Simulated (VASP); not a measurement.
# Zn8O7 (a cell with a defect) in VASP: notebook

Runs on Zn8O7 (a cell with a defect). Level: PBE. Tasks: single point.

All numbers are computed with VASP 6.6.1; they aren't measurements. Logs are shortened: lines on timing, memory, paths and dates and some standing lists are left out, and cuts for length are marked.

## Step 1: The cell of the first run

The cell holds a defect, 15 atoms: a = 5.293 Å, b = 6.559 Å, c = 6.559 Å, α = 120.00°, β = 90.00°, γ = 90.00°.

## Step 2: Single point, PBE

INCAR reads:

```
ALGO = Normal ; EDIFF = 1E-6
ENCUT = 520 ; GGA = PE
ISIF = 2 ; ISMEAR = 0
LASPH = True ; LCHARG = True
LELF = True ; LREAL = Auto
LVHAR = True ; LWAVE = False
NBANDS = 82 ; NELM = 60
PREC = Accurate ; SIGMA = 0.01
```

KPOINTS reads:

```
k-points
0
Gamma
  3 3 3
```

POSCAR reads:

```
Zn8O7
1.0
    0.0000000000      0.0000000000     -5.2932332175
   -6.5587815918      0.0000000000      0.0000000000
    3.2793907959      5.6800714763      0.0000000000
Zn O
8 7
Direct
    0.4549693899      0.3333333333      0.1666666667
    0.5037412962      0.8340595689      0.1681191379
    0.5037412962      0.3318808621      0.6659404311
    0.5037412962      0.8340595689      0.6659404311
    1.0062660009      0.6445974614      0.3222987307
    1.0062660009      0.1777012693      0.3222987307
    1.0030561007      0.6666666667      0.8333333333
    1.0062660009      0.1777012693      0.8554025386
    0.1200332356      0.8352911499      0.1705822999
    0.1200332356      0.3294177001      0.6647088501
    0.1200332356      0.8352911499      0.6647088501
    0.6223500876      0.6578162833      0.3289081416
    0.6223500876      0.1710918584      0.3289081416
    0.6220282381      0.6666666667      0.8333333333
    0.6223500876      0.1710918584      0.8421837167
```

Potentials or basis: VASP PAW PBE potentials, release 64 (Zn, O).

On the command line:

```sh
> cat potpaw_PBE.64/Zn/POTCAR potpaw_PBE.64/O/POTCAR > POTCAR
> mpirun -np 1 vasp_std > vasp.out
```

OUTCAR:

```text
EDIFF = 1E-6
   ENCUT = 520
   GGA = PE
   ISIF = 2
   ISMEAR = 0
   LASPH = True
   LREAL = Auto
   NELM = 60
   PREC = Accurate

 ion  position               nearest neighbor table
   1  0.455  0.333  0.167-  13 2.04  15 2.04  12 2.04   6 2.96   8 2.96   5 2.96
   2  0.504  0.834  0.168-  14 2.00  12 2.02  13 2.02   9 2.03
   3  0.504  0.332  0.666-  14 2.00  15 2.02  13 2.02  10 2.03
   4  0.504  0.834  0.666-  14 2.00  12 2.02  15 2.02  11 2.03
   5  0.006  0.645  0.322-  12 2.03   9 2.04  11 2.04   1 2.96
   6  0.006  0.178  0.322-  13 2.03  10 2.04   9 2.04   1 2.96
   7  0.003  0.667  0.833-  11 2.01   9 2.01  10 2.01  14 2.02
   8  0.006  0.178  0.855-  15 2.03  10 2.04  11 2.04   1 2.96
   9  0.120  0.835  0.171-   7 2.01   2 2.03   5 2.04   6 2.04
  10  0.120  0.329  0.665-   7 2.01   3 2.03   8 2.04   6 2.04
  11  0.120  0.835  0.665-   7 2.01   4 2.03   5 2.04   8 2.04
  12  0.622  0.658  0.329-   2 2.02   4 2.02   5 2.03   1 2.04
  13  0.622  0.171  0.329-   3 2.02   2 2.02   6 2.03   1 2.04
  14  0.622  0.667  0.833-   4 2.00   2 2.00   3 2.00   7 2.02
  15  0.622  0.171  0.842-   3 2.02   4 2.02   8 2.03   1 2.04

  LATTYP: Found a hexagonal cell.
 ALAT       =     6.5587815918
 C/A-ratio  =     0.8070452024

  Lattice vectors:

 A1 = (  -6.5587815918,   0.0000000000,   0.0000000000)
 A2 = (   3.2793907959,   5.6800714763,   0.0000000000)
 A3 = (   0.0000000000,   0.0000000000,  -5.2932332175)

Analysis of symmetry for initial positions (statically):
=====================================================================
 Subroutine PRICEL returns:
 Original cell was already a primitive cell.

 Routine SETGRP: Setting up the symmetry group for a
 hexagonal supercell.

 Subroutine GETGRP returns: Found  6 space group operations
 (whereof  2 operations were pure point group operations)
 out of a pool of 24 trial point group operations.

The static configuration has the point symmetry C_1h.
 The point group associated with its full space group is C_3v.

Analysis of symmetry for dynamics (positions and initial velocities):
=====================================================================
 Subroutine PRICEL returns:
 Original cell was already a primitive cell.

 Routine SETGRP: Setting up the symmetry group for a
 hexagonal supercell.

 Subroutine GETGRP returns: Found  6 space group operations
 (whereof  2 operations were pure point group operations)
[... 127 lines left out ...]
   EFERMI_NEDOS =   21; number of points for ismear=-14 and -15
   IALGO  =     38    algorithm
   IMIX   =      4    mixing-type and parameters
     AMIX     =   0.40;   BMIX     =  1.00
     AMIX_MAG =   1.60;   BMIX_MAG =  1.00
  volume/ion in A,a.u.               =      13.15        88.72
  Fermi-wavevector in a.u.,A,eV,Ry     =   1.453456  2.746633 28.742771  2.112534
  Thomas-Fermi vector in A             =   2.570720
   LORBIT       =      0    0 simple, 1 ext, 2 COOP (PROOUT), +10 PAW based schemes
   GGA     = PE    functional components
   LHFCALC =     F    Hartree Fock is set to
   AEXX    =    0.0000 exact exchange contribution
   IVDW    =     0    specifies the selected vdW correction
   LEPSILON=     F    determine dielectric tensor
   LRPA    =     F    only Hartree local field effects (RPA)
 non-spin polarized calculation
 Gauss-broadening in eV      SIGMA  =   0.01
  energy-cutoff  :      520.00
  volume of cell :      197.20
 maximum number of plane-waves:      5328
 NGX is ok and might be reduce to    40
   NGX = 19   NGY = 25   NGZ = 25

 number of electron     138.0000022 magnetization

 Free energy of the ion-electron system (eV)
  ---------------------------------------------------
  ext. energy  EPLUGINS =         0.00000000
  ---------------------------------------------------
  free energy    TOTEN  =       -62.74026072 eV

  energy without entropy =      -62.74026072  energy(sigma->0) =      -62.74026072

 E-fermi :   1.1685     XC(G=0): -10.5746

 val. band max:        1.1107518972   @ k =   0.3333   0.3333   0.3333
 cond. band min:       3.0056330345   @ k =   0.0000   0.3333  -0.0000
 fundamental gap:      1.8948811373
 Fermi energy:         1.1684717124

 k-point     1 :       0.0000    0.0000    0.0000
  band No.  band energies     occupation
      1     -16.9326      2.00000
      2     -16.3736      2.00000
      3     -16.3736      2.00000
      4     -16.3569      2.00000
      5     -16.2779      2.00000
      6     -16.1736      2.00000
[... 577 lines left out ...]
     80       8.9594      0.00000
     81       8.9812      0.00000
 [bands above 81 left out]

------------------------ aborting loop because EDIFF is reached ----------------------------------------

  FORCE on cell =-STRESS in cart. coord.  units (eV):
  Direction    XX          YY          ZZ          XY          YZ          ZX
  --------------------------------------------------------------------------------------
  -------------------------------------------------------------------------------------
  Total       -4.7102709     -4.7102709     -5.3795456      0.0000000      0.0000000     -0.0000000
  in kB      -38.2700008    -38.2700008    -43.7077222      0.0000000      0.0000000     -0.0000000
  external PRESSURE =     -40.0825746 kB  Pullay stress =       0.0000000 kB

 VOLUME and BASIS-vectors are now :
 -----------------------------------------------------------------------------
  energy-cutoff  :      520.00
  volume of cell :      197.20
      direct lattice vectors                 reciprocal lattice vectors
     0.000000000  0.000000000 -5.293233218     0.000000000  0.000000000 -0.188920450
    -6.558781592  0.000000000  0.000000000    -0.152467343  0.088027061  0.000000000
     3.279390796  5.680071476  0.000000000     0.000000000  0.176054123  0.000000000

 POSITION                                       TOTAL-FORCE (eV/Angst)
 -----------------------------------------------------------------------------------
     -1.63970      0.94668     -2.40826        -0.000000      0.000000      0.065369
     -4.91909      0.95493     -2.66642         0.000000      0.003954      0.001773
      0.00714      3.78259     -2.66642         0.003424     -0.001977      0.001773
     -3.28654      3.78259     -2.66642        -0.003424     -0.001977      0.001773
     -3.17083      1.83068     -0.03317         0.034485     -0.019910     -0.020120
     -0.10856      1.83068     -0.03317        -0.034485     -0.019910     -0.020120
     -1.63970      4.73339     -0.01618        -0.000000      0.000000      0.008012
      1.63970      4.85875     -0.03317        -0.000000      0.039820     -0.020120
     -4.91909      0.96892     -0.63536        -0.000000      0.001052     -0.001468
      0.01926      3.77559     -0.63536         0.000911     -0.000526     -0.001468
     -3.29865      3.77559     -0.63536        -0.000911     -0.000526     -0.001468
     -3.23585      1.86822     -3.29424         0.004578     -0.002643     -0.004733
     -0.04354      1.86822     -3.29424        -0.004578     -0.002643     -0.004733
     -1.63970      4.73339     -3.29254        -0.000000      0.000000      0.000264
      1.63970      4.78366     -3.29424         0.000000      0.005286     -0.004733
 -----------------------------------------------------------------------------------
    total drift:                                0.000025      0.000064     -0.002098

  FREE ENERGIE OF THE ION-ELECTRON SYSTEM (eV)
  ---------------------------------------------------
  free  energy   TOTEN  =       -62.7402607229 eV

  energy  without entropy=      -62.7402607229  energy(sigma->0) =      -62.74026072
```

OSZICAR:

```text
N       E                     dE             d eps       ncg     rms          rms(c)
DAV:   1     0.166037741358E+04    0.16604E+04   -0.63674E+04  1148   0.242E+03
DAV:   2     0.273955742353E+03   -0.13864E+04   -0.13259E+04  1148   0.620E+02
DAV:   3    -0.432210825776E+02   -0.31718E+03   -0.30713E+03  1214   0.239E+02
DAV:   4    -0.743761969688E+02   -0.31155E+02   -0.30783E+02  1286   0.789E+01
DAV:   5    -0.749819835626E+02   -0.60579E+00   -0.60398E+00  1270   0.116E+01    0.252E+01
DAV:   6    -0.619529531653E+02    0.13029E+02   -0.47906E+01  1958   0.793E+01    0.142E+01
DAV:   7    -0.629622616784E+02   -0.10093E+01   -0.13377E+01  1188   0.198E+01    0.955E+00
DAV:   8    -0.631856895088E+02   -0.22343E+00   -0.57056E+00  1902   0.227E+01    0.461E+00
DAV:   9    -0.627225574519E+02    0.46313E+00   -0.14661E+00  1920   0.148E+01    0.139E+00
DAV:  10    -0.627381985343E+02   -0.15641E-01   -0.48720E-01  1272   0.311E+00    0.195E-01
DAV:  11    -0.627404080014E+02   -0.22095E-02   -0.15812E-02  1312   0.124E+00    0.175E-01
DAV:  12    -0.627400890098E+02    0.31899E-03   -0.31339E-03  1680   0.107E+00    0.833E-02
DAV:  13    -0.627403419429E+02   -0.25293E-03   -0.16645E-03  1344   0.257E-01    0.831E-02
DAV:  14    -0.627402608401E+02    0.81103E-04   -0.30785E-04  1440   0.257E-01    0.398E-02
DAV:  15    -0.627402602249E+02    0.61522E-06   -0.92533E-05  1640   0.113E-01    0.240E-02
DAV:  16    -0.627402613687E+02   -0.11438E-05   -0.32961E-05  1568   0.615E-02    0.108E-02
DAV:  17    -0.627402602203E+02    0.11485E-05   -0.12814E-05  1656   0.416E-02    0.241E-03
DAV:  18    -0.627402607229E+02   -0.50263E-06   -0.50573E-06  1168   0.255E-02
   1 F= -.62740261E+02 E0= -.62740261E+02  d E =-.283966E-17
```

stdout:

```text
POSCAR found type information on POSCAR ZnO
 POSCAR found :  2 types and      15 ions
 scaLAPACK will be used
 LDA part: xc-table for (Slater+PW92), standard interpolation
 POSCAR, INCAR and KPOINTS ok, starting setup
 FFT: planning ... GRIDC
 FFT: planning ... GRID_SOFT
 FFT: planning ... GRID
 WAVECAR not read
 entering main loop
```

Run time: 4.2 min. Hardware: 1 thread of Intel Xeon Platinum 8488C (Sapphire Rapids), shared host; peak memory 0.33 GiB.

Results:

```
Free energy            : -62.7403 eV
Pressure               : -4.0 GPa
Largest force          : 0.065 eV/Å
Band gap on the k mesh : 1.89 eV
```

Forces in eV/Å, atoms in the order of the input:
```
Zn   0.000  0.000  0.065
Zn   0.000  0.004  0.002
Zn   0.003 -0.002  0.002
Zn  -0.003 -0.002  0.002
Zn   0.034 -0.020 -0.020
Zn  -0.034 -0.020 -0.020
Zn   0.000  0.000  0.008
Zn   0.000  0.040 -0.020
O    0.000  0.001 -0.001
O    0.001 -0.001 -0.001
O   -0.001 -0.001 -0.001
O    0.005 -0.003 -0.005
O   -0.005 -0.003 -0.005
O    0.000  0.000  0.000
O    0.000  0.005 -0.005
```

Levels at points of the mesh, in eV from the valence-band top:
```csv
k point,band 65,band 66,band 67,band 68,band 69,band 70,band 71,band 72,band 73,band 74
"(0.00, 0.00, 0.00)",-1.24,-1.24,-0.91,-0.68,-0.68,2.22,3.85,3.85,4.21,5.01
```

(Part 1 of 3 ends here.)
